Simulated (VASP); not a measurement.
# Mg8S9 (a cell with a defect) in VASP: notebook

The runs below take Mg8S9 (a cell with a defect) through single point, with PBEsol, PBEsol+D3(BJ).

All numbers are computed with VASP 6.6.1; they aren't measurements. Logs are shortened: lines on timing, memory, paths and dates and some standing lists are left out, and cuts for length are marked.

**1. The cell of the first run**

The cell holds a defect, 17 atoms: a = 7.992 Å, b = 7.992 Å, c = 7.992 Å, α = 60.00°, β = 60.00°, γ = 60.00°.

**2. Single point, PBEsol**

The input, INCAR:

```
ALGO     = Normal         # electronic algorithm
EDIFF    = 1E-6           # SCF threshold, eV
ENCUT    = 520            # plane-wave cutoff, eV
GGA      = PS             # functional
ISIF     = 2              # what is computed and relaxed
ISMEAR   = -1             # smearing method
LASPH    = True           # aspherical terms in the spheres
LCHARG   = True           # write CHGCAR
LELF     = True           # ELF
LREAL    = Auto         
LVHAR    = True         
LWAVE    = False          # write WAVECAR
NBANDS   = 49             # bands
NELM     = 80             # most SCF steps
PREC     = Accurate       # precision mode
SIGMA    = 0.05           # smearing width, eV
```

The input, KPOINTS:

```
Automatic mesh
0
Gamma
  2 2 2
  0.5 0.5 0.5
```

The input, POSCAR:

```
Mg8S9
1.0
    0.0000000000      5.6515320000      5.6515320000
    5.6515320000      0.0000000000      5.6515320000
    5.6515320000      5.6515320000      0.0000000000
Mg S
8 9
Direct
    0.0156390000      0.9893790000      0.0073530000
    0.5132820000      0.5077190000      0.4916360000
    0.0002830000      0.9928390000      0.5093510000
    0.5006570000      0.5178030000      0.9915070000
    0.9923640000      0.5119510000      0.0051650000
    0.5005240000      0.0017410000      0.5081700000
    0.4970160000      0.9898170000      0.0028750000
    0.9972410000      0.5013310000      0.5037350000
    0.1454780000      0.1398320000      0.1026150000
    0.6252930000      0.6332390000      0.4702820000
    0.1179010000      0.1328270000      0.6301610000
    0.6194550000      0.6234620000      0.1158510000
    0.1310300000      0.6408240000      0.1246010000
    0.6286090000      0.1109710000      0.6232130000
    0.6215300000      0.1318980000      0.1113080000
    0.1189290000      0.6338620000      0.6181070000
    0.6223670000      0.6484680000      0.7532970000
```

Potentials or basis: VASP PAW PBE potentials, release 64 (Mg, S).

The run is started by

```
$ cat potpaw_PBE.64/Mg/POTCAR potpaw_PBE.64/S/POTCAR > POTCAR
$ mpirun -np 1 vasp_std > vasp.out
```

OUTCAR:

```text
EDIFF = 1E-6
   ENCUT = 520
   GGA = PS
   ISIF = 2
   ISMEAR = -1
   LASPH = True
   LREAL = Auto
   NELM = 80
   PREC = Accurate

 ion  position               nearest neighbor table
   1  0.016  0.989  0.007-  13 2.27   9 2.46  11 2.47  15 2.58
   2  0.513  0.508  0.492-  10 1.55  12 2.46  16 2.57  14 2.59
   3  0.000  0.993  0.509-  16 2.34  14 2.43  11 2.47   9 2.66
   4  0.501  0.518  0.992-  17 1.68  12 2.28  13 2.41  15 2.52
   5  0.992  0.512  0.005-   9 2.44  12 2.44  13 2.53  16 2.53
   6  0.501  0.002  0.508-  14 2.30  11 2.50  17 2.53  15 2.59  10 2.72
   7  0.497  0.990  0.003-   9 2.31  12 2.39  15 2.45  14 2.48
   8  0.997  0.501  0.504-  11 2.40  16 2.41  13 2.48  17 2.68  10 2.72
   9  0.145  0.140  0.103-   7 2.31   5 2.44   1 2.46   3 2.66
  10  0.625  0.633  0.470-   2 1.55  17 2.31   8 2.72   6 2.72
  11  0.118  0.133  0.630-   8 2.40   1 2.47   3 2.47   6 2.50
  12  0.619  0.623  0.116-   4 2.28   7 2.39   5 2.44   2 2.46  17 2.79
  13  0.131  0.641  0.125-   1 2.27   4 2.41   8 2.48   5 2.53
  14  0.629  0.111  0.623-   6 2.30   3 2.43   7 2.48   2 2.59
  15  0.622  0.132  0.111-   7 2.45   4 2.52   1 2.58   6 2.59
  16  0.119  0.634  0.618-   3 2.34   8 2.41   5 2.53   2 2.57
  17  0.622  0.648  0.753-   4 1.68  10 2.31   6 2.53   8 2.68  12 2.79

 -----------------------------------------------------------------------------
|                                                                             |
|           W    W    AA    RRRRR   N    N  II  N    N   GGGG   !!!           |
|           W    W   A  A   R    R  NN   N  II  NN   N  G    G  !!!           |
|           W    W  A    A  R    R  N N  N  II  N N  N  G       !!!           |
|           W WW W  AAAAAA  RRRRR   N  N N  II  N  N N  G  GGG   !            |
|           WW  WW  A    A  R   R   N   NN  II  N   NN  G    G                |
|           W    W  A    A  R    R  N    N  II  N    N   GGGG   !!!           |
|                                                                             |
|     The distance between some ions is very small. Please check the          |
|     nearest-neighbor list in the OUTCAR file.                               |
|     I HOPE YOU KNOW WHAT YOU ARE DOING!                                     |
|                                                                             |
 -----------------------------------------------------------------------------

  LATTYP: Found a face centered cubic cell.
 ALAT       =    11.3030640000

  Lattice vectors:

 A1 = (   0.0000000000,   5.6515320000,   5.6515320000)
 A2 = (   5.6515320000,   0.0000000000,   5.6515320000)
 A3 = (   5.6515320000,   5.6515320000,   0.0000000000)

Analysis of symmetry for initial positions (statically):
[... 158 lines left out ...]
   NUPDOWN=      -1.0000    fix difference up-down
   EMIN   =  10.00;   EMAX   =-10.00  energy-range for DOS
   EFERMI =   0.00;   METHOD = LEGACY
   ISMEAR =    -1;   SIGMA  =   0.05  broadening in eV -4-tet -1-fermi 0-gaus
   EFERMI_NEDOS =   21; number of points for ismear=-14 and -15
   IALGO  =     38    algorithm
   IMIX   =      4    mixing-type and parameters
     AMIX     =   0.40;   BMIX     =  1.00
     AMIX_MAG =   1.60;   BMIX_MAG =  1.00
  volume/ion in A,a.u.               =      21.24       143.31
  Fermi-wavevector in a.u.,A,eV,Ry     =   0.947541  1.790593 12.215771  0.897834
  Thomas-Fermi vector in A             =   2.075644
   LORBIT       =      0    0 simple, 1 ext, 2 COOP (PROOUT), +10 PAW based schemes
   GGA     = PS    functional components
   LHFCALC =     F    Hartree Fock is set to
   AEXX    =    0.0000 exact exchange contribution
   IVDW    =     0    specifies the selected vdW correction
   LEPSILON=     F    determine dielectric tensor
   LRPA    =     F    only Hartree local field effects (RPA)
 non-spin polarized calculation
  energy-cutoff  :      520.00
  volume of cell :      361.02
 maximum number of plane-waves:      9726
   NGX = 29   NGY = 29   NGZ = 29

 number of electron      69.9999999 magnetization

 Free energy of the ion-electron system (eV)
  ---------------------------------------------------
  ext. energy  EPLUGINS =         0.00000000
  ---------------------------------------------------
  free energy    TOTEN  =       -60.14603796 eV

  energy without entropy =      -60.14593965  energy(sigma->0) =      -60.14598881

 E-fermi :   2.4787     XC(G=0):  -8.8371

 val. band max:        2.1202350809   @ k =   0.2500   0.5000   0.0000
 cond. band min:       2.8922583464   @ k =  -0.2500   0.5000   0.5000
 fundamental gap:      0.7720232655
 Fermi energy:         2.4786720096

 k-point     1 :       0.2500    0.2500    0.2500
  band No.  band energies     occupation
      1     -11.8778      2.00000
      2     -10.2575      2.00000
      3      -9.3568      2.00000
      4      -9.1263      2.00000
      5      -9.0114      2.00000
      6      -8.9035      2.00000
[... 789 lines left out ...]
     46       8.1321      0.00000
     47       8.2674      0.00000
 [bands above 47 left out]

------------------------ aborting loop because EDIFF is reached ----------------------------------------

  FORCE on cell =-STRESS in cart. coord.  units (eV):
  Direction    XX          YY          ZZ          XY          YZ          ZX
  --------------------------------------------------------------------------------------
  -------------------------------------------------------------------------------------
  Total       14.0864986     13.0260537     72.4075228     10.6913706      4.9847351     10.3212534
  in kB       62.5151202     57.8089232    321.3406765     47.4477256     22.1219852     45.8051654
  external PRESSURE =     147.2215733 kB  Pullay stress =       0.0000000 kB

 VOLUME and BASIS-vectors are now :
 -----------------------------------------------------------------------------
  energy-cutoff  :      520.00
  volume of cell :      361.02
      direct lattice vectors                 reciprocal lattice vectors
     0.000000000  5.651532000  5.651532000    -0.088471586  0.088471586  0.088471586
     5.651532000  0.000000000  5.651532000     0.088471586 -0.088471586  0.088471586
     5.651532000  5.651532000  0.000000000     0.088471586  0.088471586 -0.088471586

 POSITION                                       TOTAL-FORCE (eV/Angst)
 -----------------------------------------------------------------------------------
      5.63306      0.12994      5.67989         0.992627     -1.121139      0.464231
      5.64789      5.67933      5.77022       -13.547540    -11.781880    -31.384984
      8.48967      2.88021      5.61266         0.045974     -0.491380      0.694825
      8.52991      8.43301      5.75586         6.795381      8.232150    -19.695443
      2.92250      5.63757      8.50168        -0.360331      0.143761      0.492767
      2.88178      5.70067      2.83857        -0.539529     -1.162234     -0.019438
[... 9 lines left out ...]
      7.07554      4.16538      4.25442        -0.227394      0.858486     -0.028016
      7.92212      7.77461      7.18216        -8.862384     -8.966539     18.431843
 -----------------------------------------------------------------------------------
    total drift:                                0.000435     -0.001372      0.004377

  FREE ENERGIE OF THE ION-ELECTRON SYSTEM (eV)
  ---------------------------------------------------
  free  energy   TOTEN  =       -60.1460379636 eV

  energy  without entropy=      -60.1459396549  energy(sigma->0) =      -60.14598881
```

stdout:

```text
POSCAR found type information on POSCAR MgS
 POSCAR found :  2 types and      17 ions
 scaLAPACK will be used
 -----------------------------------------------------------------------------
|                                                                             |
|                                                                             |
[... 17 lines left out ...]
|     I HOPE YOU KNOW WHAT YOU ARE DOING!                                     |
|                                                                             |
 -----------------------------------------------------------------------------

 POSCAR, INCAR and KPOINTS ok, starting setup
 FFT: planning ... GRIDC
 FFT: planning ... GRID_SOFT
 FFT: planning ... GRID
 WAVECAR not read
 entering main loop
```

Wall time 6.7 min (1 thread of Intel Xeon Platinum 8488C (Sapphire Rapids), shared host); peak memory 0.54 GiB.

Results:

| Property | Result |
| --- | --- |
| Free energy | -60.1460 eV |
| Pressure | 14.7 GPa |
| Largest force | 36.158 eV/Å |
| Band gap on the k mesh | 0.77 eV |

Forces on the atoms (eV/Å):
```
Mg    0.993  -1.121   0.464
Mg  -13.548 -11.782 -31.385
Mg    0.046  -0.491   0.695
Mg    6.795   8.232 -19.695
Mg   -0.360   0.144   0.493
Mg   -0.540  -1.162  -0.019
Mg    0.006   0.161   1.006
Mg   -0.009  -0.152   0.114
S     0.887  -0.241  -1.074
S    14.243  12.567  30.362
S    -0.372   0.119  -0.089
S     0.433   0.869   0.703
S    -0.611   0.303  -1.145
S     0.896   0.103   1.024
S     0.231   0.560   0.142
S    -0.227   0.858  -0.028
S    -8.862  -8.967  18.432
```

Caveat: atoms lie so close that the PAW spheres overlap strongly, which falsifies energies and pressures; the PAW data sets were made with another functional, which shifts forces and pressure a little.

**3. Single point, PBEsol**

The input, INCAR:

```
ALGO = Normal ; EDIFF = 1E-6
ENCUT = 520 ; GGA = PS
ISIF = 2 ; ISMEAR = -1
LASPH = T ; LCHARG = T
LELF = T ; LREAL = Auto
LVHAR = T ; LWAVE = F
NBANDS = 49 ; NELECT = 72.0
NELM = 100 ; PREC = Accurate
SIGMA = 0.05
```

KPOINTS is that of step 2.

POSCAR is that of step 2.

Potentials or basis: VASP PAW PBE potentials, release 64 (Mg, S).

The run is started by

```
$ cat potpaw_PBE.64/Mg/POTCAR potpaw_PBE.64/S/POTCAR > POTCAR
$ mpirun -np 1 vasp_std > vasp.out
```

Wall time 7.4 min (1 thread of Intel Xeon Platinum 8488C (Sapphire Rapids), shared host); peak memory 0.55 GiB.

It converged, with:

```yaml
Free_energy: -50.6337 eV
Largest_force: 34.838 eV/Å
```

Forces in eV/Å, atoms in the order of the input:
```
Mg    0.856  -1.049   0.220
Mg  -13.249 -11.504 -30.096
Mg    0.098  -0.432   0.425
Mg    6.662   7.959 -18.216
Mg    0.134  -0.226   0.358
Mg   -1.129  -0.503  -0.469
Mg   -0.487   0.542   0.802
Mg    0.542  -0.785  -0.225
S     0.854  -0.252  -1.009
S    11.461  10.220  30.014
S    -0.354   0.131  -0.075
S     0.525   1.052   0.238
S    -0.631   0.323  -1.113
S     0.955   0.093   1.037
S     0.243   0.490   0.152
S    -0.255   0.864  -0.030
S    -6.226  -6.922  17.988
```

Levels at points of the mesh, in eV from the Fermi level:
```tsv
k point	band 33	band 34	band 35	band 36	band 37	band 38	band 39	band 40
(0.25, 0.25, 0.25)	-3.96	-3.78	-3.28	-0.18	-0.08	-0.01	0.09	0.87
```

Caveat: the k points lie up to 0.48 Å⁻¹ apart, too coarse for converged energies and pressures of a metal; the cell carries a net charge on a neutralising background, which shifts energy and pressure; the cell is charged against a uniform background, so pressure and absolute levels hang on convention; atoms lie so close that the PAW spheres overlap strongly, which falsifies energies and pressures; the PAW data sets were made with another functional, which shifts forces and pressure a little.

**4. Single point, PBEsol+D3(BJ)**

The input, INCAR:

```
ALGO     = Normal         # electronic algorithm
EDIFF    = 1E-7           # SCF threshold, eV
ENCUT    = 520            # plane-wave cutoff, eV
GGA      = PS             # functional
ISIF     = 2              # what is computed and relaxed
ISMEAR   = -1             # smearing method
IVDW     = 12             # dispersion correction
LASPH    = True           # aspherical terms in the spheres
LCHARG   = False          # write CHGCAR
LREAL    = Auto         
LWAVE    = False          # write WAVECAR
NBANDS   = 49             # bands
NELM     = 60             # most SCF steps
PREC     = Accurate       # precision mode
SIGMA    = 0.05           # smearing width, eV
```

KPOINTS is that of step 3.

POSCAR is that of step 3.

The run is started by

```
$ cat potpaw_PBE.64/Mg/POTCAR potpaw_PBE.64/S/POTCAR > POTCAR
$ mpirun -np 1 vasp_std > vasp.out
```

It took 5 min on 1 thread of Intel Xeon Platinum 8488C (Sapphire Rapids), shared host; peak memory 0.55 GiB.

It converged, with:

* Free energy: -64.3864 eV
* Pressure: 12.8 GPa
* Largest force: 36.160 eV/Å
* Band gap on the k mesh: 0.77 eV
* Dispersion energy per atom: -0.249 eV

Forces in eV/Å, atoms in the order of the input:
```
Mg    0.993  -1.123   0.463
Mg  -13.549 -11.783 -31.387
Mg    0.047  -0.491   0.695
Mg    6.795   8.235 -19.699
Mg   -0.363   0.146   0.495
Mg   -0.538  -1.166  -0.015
Mg    0.010   0.159   1.011
Mg   -0.012  -0.149   0.117
S     0.889  -0.242  -1.075
S    14.245  12.570  30.357
S    -0.373   0.118  -0.088
S     0.433   0.872   0.703
S    -0.612   0.302  -1.147
S     0.896   0.101   1.027
S     0.231   0.561   0.143
S    -0.227   0.860  -0.027
S    -8.867  -8.970  18.427
```

Stress tensor (GPa, compression positive):
```
 4.37  4.74  4.58
 4.74  3.90  2.21
 4.58  2.21 30.26
```

Levels at points of the mesh, in eV from the valence-band top:
| k point | band 31 | band 32 | band 33 | band 34 | band 35 | band 36 | band 37 | band 38 | band 39 | band 40 |
| --- | --- | --- | --- | --- | --- | --- | --- | --- | --- | --- |
| (0.25, 0.25, 0.25) | -0.87 | -0.72 | -0.68 | -0.60 | -0.38 | 1.89 | 3.33 | 3.53 | 3.63 | 4.19 |

Caveat: three body term missing; atoms lie so close that the PAW spheres overlap strongly, which falsifies energies and pressures; the PAW data sets were made with another functional, which shifts forces and pressure a little.
